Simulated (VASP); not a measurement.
A run of VASP 6.6.1 is set up as follows.

Contents of INCAR:

```
SYSTEM = MgO
  PREC = Accurate
  ENCUT = 520
  EDIFF = 1E-6
  ISMEAR = 0
  SIGMA = 0.05
  LREAL = .False.
  LASPH = .True.
  NELM = 80
  ALGO = Normal
  ISIF = 2
  LWAVE = .False.
  LCHARG = .True.
  GGA = PS
  LELF = .True.
  LVHAR = .True.
  NBANDS = 16
```

KPOINTS

```
Automatic mesh
0
Gamma
  9 9 6
  0 0 0
```

File POSCAR:

```
MgO
1.0
    3.3965520429      0.0000000000      0.0000000000
   -1.6982760214      2.9415003544      0.0000000000
    0.0000000000      0.0000000000      4.7480401007
Mg O
2 2
Direct
    0.3333333333      0.6666666667      0.0508752499
    0.6666666667      0.3333333333      0.5508752499
    0.3333333333      0.6666666667      0.4009416620
    0.6666666667      0.3333333333      0.9009416620
```

Potentials or basis: VASP PAW PBE potentials, release 64 (Mg, O).

Command:

```bash
$ cat potpaw_PBE.64/Mg/POTCAR potpaw_PBE.64/O/POTCAR > POTCAR
$ mpirun -np 1 vasp_std > vasp.out
```

Question: What does it give for the band gap on the k mesh?

Answer: 3.45 eV, indirect (least direct gap 3.46 eV).

Question: Predict the largest force.

Answer: 6.284 eV/Å.

Stress tensor (GPa, compression positive):
```
-10.23   0.00   0.00
  0.00 -10.23   0.00
  0.00   0.00  65.12
```

Caveat: the PAW data sets were made with another functional, which shifts forces and pressure a little. A k mesh can miss the band edges.
